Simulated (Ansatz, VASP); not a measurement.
**Ba2C3 in VASP and in Ansatz**

The input INCAR:

```
PREC     = Accurate       # precision mode
ENCUT    = 520            # plane-wave cutoff, eV
EDIFF    = 1E-6           # SCF threshold, eV
ISMEAR   = 0              # smearing method
SIGMA    = 0.1            # smearing width, eV
LREAL    = False          # projectors in reciprocal space
LASPH    = True           # aspherical terms in the spheres
NELM     = 60             # most SCF steps
ALGO     = Normal         # electronic algorithm
ISIF     = 2              # what is computed and relaxed
LWAVE    = False          # write WAVECAR
LCHARG   = False          # write CHGCAR
GGA      = PE             # functional
NBANDS   = 24             # bands
```

File KPOINTS:

```
Automatic mesh
0
Gamma
  4 4 4
```

The input POSCAR:

```
Ba2C3
1.0
    4.7535791700      0.0000000000      0.0000000000
    0.0000000000      4.7535791700      0.0000000000
    0.0000000000      0.0000000000      4.7535791700
Ba C
2 3
Direct
    0.5000000000      0.5000000000      0.5000000000
    0.0000000000      0.0000000000      0.0000000000
    0.5000000000      0.0000000000      0.0000000000
    0.0000000000      0.5000000000      0.0000000000
    0.0000000000      0.0000000000      0.5000000000
```

Input for Ansatz:

```yaml
crystal:
  lattice:
    - [4.75357917, 0.0, 0.0]
    - [0.0, 4.75357917, 0.0]
    - [0.0, 0.0, 4.75357917]
  atoms:
    - { symbol: Ba, position: [0.5, 0.5, 0.5] }
    - { symbol: Ba, position: [0.0, 0.0, 0.0] }
    - { symbol: C, position: [0.5, 0.0, 0.0] }
    - { symbol: C, position: [0.0, 0.5, 0.0] }
    - { symbol: C, position: [0.0, 0.0, 0.5] }
basis:
  ecutwfc: 420
kpoints:
  mp_grid: { grid: [4, 4, 4] }
hamiltonian:
  xc: pbe
scf:
  occupations: { method: gaussian, width: 0.1 }
  lower_state_search: "off"
output:
  forces: true
  stress: true
  eigenvalues: true
```

Alike in both runs: task single point; functional PBE; k mesh 4 × 4 × 4; occupations gaussian, width 0.1 eV; no spin polarisation.

```csv
,VASP,Ansatz
version,VASP 6.6.1,Ansatz 0.2.0
potentials or method,"VASP PAW PBE potentials, release 64 (Ba_sv, C), cutoff 520 eV","scalar-relativistic, plane waves, PAW"
valence electrons in the cell,32,32
```

Ansatz gave:

- gap on the k mesh at the Fermi level (eV): none
- pressure (GPa): -2.2

**Question.** Estimate VASP's values.

**Answer.** gap on the k mesh at the Fermi level (eV): none; pressure (GPa): 0.6.

A gap of «none» marks a metal or a gap that the smearing closes.

Spin-orbit coupling is off throughout.
